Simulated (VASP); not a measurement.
# FeGe (zincblende type) (F-43m) in VASP: relaxation of cell and atoms with PBEsol

Aim: the relaxation of cell and atoms of FeGe (zincblende type) with PBEsol.

Program: VASP 6.6.1. These are calculated values, not measurements. Logs are shortened: lines on timing, memory, paths and dates and some standing lists are left out, and cuts for length are marked.

## 1. The cell of the first run

Symmetry: F-43m, No. 216, cubic system. Conventional cell: a = 4.861 Å, b = 4.861 Å, c = 4.861 Å, α = 90.00°, β = 90.00°, γ = 90.00°. Fe (site symmetry -43m) has 4 Ge at 2.10 Å within 2.8 Å. Within 2.8 Å of Ge (site symmetry -43m) lie 4 Fe at 2.10 Å.

## 2. Relaxation of cell and atoms, PBEsol, collinear spin, ferromagnetic start, target pressure 17 GPa, at which the enthalpy is minimised

INCAR reads:

```
SYSTEM = FeGe
  PREC = Accurate
  ENCUT = 600
  EDIFF = 1E-6
  ISMEAR = -1
  SIGMA = 0.08
  LREAL = .FALSE.
  LASPH = .TRUE.
  NELM = 150
  ALGO = Normal
  ISIF = 3
  LWAVE = .FALSE.
  LCHARG = .FALSE.
  ISPIN = 2
  MAGMOM = 2.5 0
  LORBIT = 11
  LMAXMIX = 4
  GGA = PS
  IBRION = 2
  NSW = 60
  EDIFFG = -0.005
  PSTRESS = 170.0
```

KPOINTS reads:

```
regular mesh
0
G
  12 12 12
  0 0 0
```

POSCAR reads:

```
FeGe
1.0
    0.0000000000      2.4305076820      2.4305076820
    2.4305076820      0.0000000000      2.4305076820
    2.4305076820      2.4305076820      0.0000000000
Fe Ge
1 1
Direct
    0.0000000000      0.0000000000      0.0000000000
    0.2500000000      0.2500000000      0.2500000000
```

Potentials or basis: VASP PAW PBE potentials, release 64 (Fe, Ge_d).

Launch:

```sh
$ cat potpaw_PBE.64/Fe/POTCAR potpaw_PBE.64/Ge_d/POTCAR > POTCAR
$ mpirun -np 1 vasp_std > vasp.out
```

OUTCAR:

```text
SYSTEM = FeGe
   PREC = Accurate
   ENCUT = 600
   EDIFF = 1E-6
   ISMEAR = -1
   LREAL = .FALSE.
   LASPH = .TRUE.
   NELM = 150
   ISIF = 3
   ISPIN = 2
   LORBIT = 11
   GGA = PS
   IBRION = 2
   NSW = 60
   EDIFFG = -0.005
   PSTRESS = 170.0

 ion  position               nearest neighbor table
   1  0.000  0.000  0.000-   2 2.10   2 2.10   2 2.10   2 2.10
   2  0.250  0.250  0.250-   1 2.10   1 2.10   1 2.10   1 2.10

  LATTYP: Found a face centered cubic cell.
 ALAT       =     4.8610153640

  Lattice vectors:

 A1 = (   0.0000000000,   2.4305076820,   2.4305076820)
 A2 = (   2.4305076820,   0.0000000000,   2.4305076820)
 A3 = (   2.4305076820,   2.4305076820,   0.0000000000)

Analysis of symmetry for initial positions (statically):
=====================================================================
 Subroutine PRICEL returns:
 Original cell was already a primitive cell.

 Routine SETGRP: Setting up the symmetry group for a
 face centered cubic supercell.

 Subroutine GETGRP returns: Found 24 space group operations
 (whereof 24 operations were pure point group operations)
 out of a pool of 48 trial point group operations.

The static configuration has the point symmetry T_d .

Analysis of symmetry for dynamics (positions and initial velocities):
=====================================================================
 Subroutine PRICEL returns:
 Original cell was already a primitive cell.

 Routine SETGRP: Setting up the symmetry group for a
 face centered cubic supercell.

 Subroutine GETGRP returns: Found 24 space group operations
 (whereof 24 operations were pure point group operations)
 out of a pool of 48 trial point group operations.

The dynamic configuration has the point symmetry T_d .

Analysis of structural, dynamic, and magnetic symmetry:
=====================================================================
 Subroutine PRICEL returns:
 Original cell was already a primitive cell.

 Routine SETGRP: Setting up the symmetry group for a
 face centered cubic supercell.

 Subroutine GETGRP returns: Found 24 space group operations
 (whereof 24 operations were pure point group operations)
 out of a pool of 48 trial point group operations.

The overall configuration has the point symmetry T_d .

 Subroutine INISYM returns: Found 24 space group operations
 (whereof 24 operations are pure point group operations),
 and found     1 'primitive' translations

----------------------------------------------------------------------------------------
[... 106 lines left out ...]
   EMIN   =  10.00;   EMAX   =-10.00  energy-range for DOS
   EFERMI =   0.00;   METHOD = LEGACY
   ISMEAR =    -1;   SIGMA  =   0.08  broadening in eV -4-tet -1-fermi 0-gaus
   EFERMI_NEDOS =   21; number of points for ismear=-14 and -15
   IALGO  =     38    algorithm
   IMIX   =      4    mixing-type and parameters
     AMIX     =   0.40;   BMIX     =  1.00
     AMIX_MAG =   1.60;   BMIX_MAG =  1.00
  volume/ion in A,a.u.               =      14.36        96.89
  Fermi-wavevector in a.u.,A,eV,Ry     =   1.497989  2.830789 30.531094  2.243972
  Thomas-Fermi vector in A             =   2.609806
   LORBIT       =     11    0 simple, 1 ext, 2 COOP (PROOUT), +10 PAW based schemes
   GGA     = PS    functional components
   LHFCALC =     F    Hartree Fock is set to
   AEXX    =    0.0000 exact exchange contribution
   IVDW    =     0    specifies the selected vdW correction
   LEPSILON=     F    determine dielectric tensor
   LRPA    =     F    only Hartree local field effects (RPA)
 conjugate gradient relaxation of ions
 spin polarized calculation
  energy-cutoff  :      600.00
  volume of cell :       28.72
 maximum number of plane-waves:       982
   NGX = 13   NGY = 13   NGZ = 13

--------------------------------------- Ionic step        1  -------------------------------------------

 number of electron      21.9999993 magnetization       0.0381372

 number of electron      21.9999993 magnetization      -0.0009043

 Free energy of the ion-electron system (eV)
  ---------------------------------------------------
  ext. energy  EPLUGINS =         0.00000000
  ---------------------------------------------------
  free energy    TOTEN  =       -11.51942828 eV

  energy without entropy =      -11.49216969  energy(sigma->0) =      -11.50579898

------------------------ aborting loop because EDIFF is reached ----------------------------------------

  FORCE on cell =-STRESS in cart. coord.  units (eV):
  Direction    XX          YY          ZZ          XY          YZ          ZX
  --------------------------------------------------------------------------------------
  -------------------------------------------------------------------------------------
  Total        6.4006463      6.4006463      6.4006463     -0.0000000     -0.0000000     -0.0000000
  in kB      357.1193812    357.1193812    357.1193812     -0.0000000     -0.0000000     -0.0000000
  external PRESSURE =     187.1193812 kB  Pullay stress =     170.0000000 kB
[... 101 lines left out ...]
--------------------------------------- Ionic step        4  -------------------------------------------

 number of electron      22.0000011 magnetization       0.0000232

 Free energy of the ion-electron system (eV)
  ---------------------------------------------------
  ext. energy  EPLUGINS =         0.00000000
  ---------------------------------------------------
  free energy    TOTEN  =       -11.95397962 eV

  energy without entropy =      -11.91542861  energy(sigma->0) =      -11.93470411

 E-fermi :   4.9368     XC(G=0): -11.6488

 val. band max:        4.7840032383   @ k =   0.5000   0.5000   0.0000
 cond. band min:       5.0077452119   @ k =  -0.4167   0.1667   0.0833
 fundamental gap:      0.2237419737
 Fermi energy:         4.9367768116

 spin component 1

 k-point     1 :       0.0000    0.0000    0.0000
  band No.  band energies     occupation
      1     -18.5996      1.00000
      2     -18.5996      1.00000
      3     -18.5996      1.00000
      4     -18.5603      1.00000
      5     -18.5603      1.00000
      6      -5.9982      1.00000
[... 435 lines left out ...]
      5     -18.5535      1.00000
      6      -3.2675      1.00000
[... 8 lines left out ...]
     15      13.1365      0.00000
     16      16.3757      0.00000

 [... further k-points ...]

 spin component 2

 k-point     1 :       0.0000    0.0000    0.0000
  band No.  band energies     occupation
      1     -18.5996      1.00000
      2     -18.5996      1.00000
      3     -18.5996      1.00000
      4     -18.5603      1.00000
      5     -18.5603      1.00000
      6      -5.9982      1.00000
[... 480 lines left out ...]
  energy  without entropy=      -11.9154286078  energy(sigma->0) =      -11.93470411

  enthalpy is  TOTEN    =        -8.6198533058 eV   P V=        3.3341263154

 reached required accuracy - stopping structural energy minimisation

 total charge

# of ion       s       p       d       tot
------------------------------------------
    1        0.484   0.439   6.692   7.615
    2        1.205   1.393  10.109  12.707
--------------------------------------------------
tot          1.690   1.831  16.801  20.322

 magnetization (x)

# of ion       s       p       d       tot
------------------------------------------
    1       -0.000  -0.000   0.000   0.000
    2       -0.000  -0.000  -0.000  -0.000
--------------------------------------------------
tot         -0.000  -0.000   0.000   0.000
```

OSZICAR:

```text
N       E                     dE             d eps       ncg     rms          rms(c)
DAV:   1     0.135938442223E+03    0.13594E+03   -0.12185E+04  4736   0.377E+03
DAV:   2     0.131411662233E+01   -0.13462E+03   -0.13119E+03  4648   0.491E+02
DAV:   3    -0.121614077679E+02   -0.13476E+02   -0.13362E+02  5048   0.126E+02
DAV:   4    -0.124405831114E+02   -0.27918E+00   -0.27911E+00  5664   0.198E+01
[... 43 lines left out ...]
DAV:   4    -0.119540032342E+02    0.41629E-03   -0.14407E-03  5808   0.532E-01    0.364E-02
DAV:   5    -0.119539829823E+02    0.20252E-04   -0.72692E-05  5744   0.168E-01    0.214E-02
DAV:   6    -0.119539795456E+02    0.34367E-05   -0.73036E-06  6104   0.476E-02    0.688E-03
DAV:   7    -0.119539796212E+02   -0.75522E-07   -0.10836E-07  2336   0.545E-03
   4 F= -.86198533E+01 E0= -.86005778E+01  d E =-.147333E+00  mag=    -0.0000
```

Wall time 2.2 min (1 thread of Intel Xeon 6975P-C (Granite Rapids), shared host); peak memory 0.23 GiB.

Results:

```yaml
Free_energy: -11.9540 eV
Relaxed_volume: 15.71 Å³/atom
Relaxed_cell: a = 3.542 Å, b = 3.542 Å, c = 3.542 Å, α = 60.00°, β = 60.00°, γ = 60.00°
Space_group_after_relaxing_to_0.1_Å: F-43m (No. 216)
Energy_change_on_relaxing_the_run_minimises_the_enthalpy: -217.3 meV/atom
Ionic_steps: 4
Pressure_after_relaxing: 17.0 GPa
Band_gap_on_the_k_mesh: 0.22 eV (least direct gap 0.33 eV)
Net_moment: 0.00 μB per cell
Valence_electrons_inside_the_program's_atomic_spheres: Fe 7.62; Ge 12.71
```

Step by step:
```
step  energy change (eV)  largest force (eV/Å)  pressure (GPa)  volume (Å³)
   1              0.0000                0.0000           35.71        28.72
   2             -0.6270                0.0000           -1.99        36.26
   3             -0.4468                0.0000           16.29        31.54
   4             -0.4346                0.0000           17.02        31.42
```

Final structure:
```
Fe Ge
1.0
     0.00000    2.50460    2.50460
     2.50460    0.00000    2.50460
     2.50460    2.50460    0.00000
Fe Ge
1 1
Direct
  0.00000 0.00000 0.00000
  0.25000 0.25000 0.25000
```

Levels at points of the mesh, in eV from the valence-band top:
Spin up:
```
           k point  band 9  band 10  band 11  band 12  band 13  band 14
(0.00, 0.00, 0.00)   -2.01    -0.29    -0.29     7.75     7.75     7.75
(0.50, 0.00, 0.00)   -1.74    -0.12    -0.12     0.25     5.01     5.01
(0.50, 0.50, 0.00)   -0.77    -0.77     0.00     0.73     1.49     1.49
```
Spin down:
```csv
k point,band 9,band 10,band 11,band 12,band 13,band 14
"(0.00, 0.00, 0.00)",-2.01,-0.29,-0.29,7.75,7.75,7.75
"(0.50, 0.00, 0.00)",-1.74,-0.12,-0.12,0.25,5.01,5.01
"(0.50, 0.50, 0.00)",-0.77,-0.77,0.00,0.73,1.49,1.49
```

Caveat: the cell is relaxed towards a set pressure, so the run minimises the enthalpy, not the energy; the PAW data sets were made with another functional, which shifts forces and pressure a little.
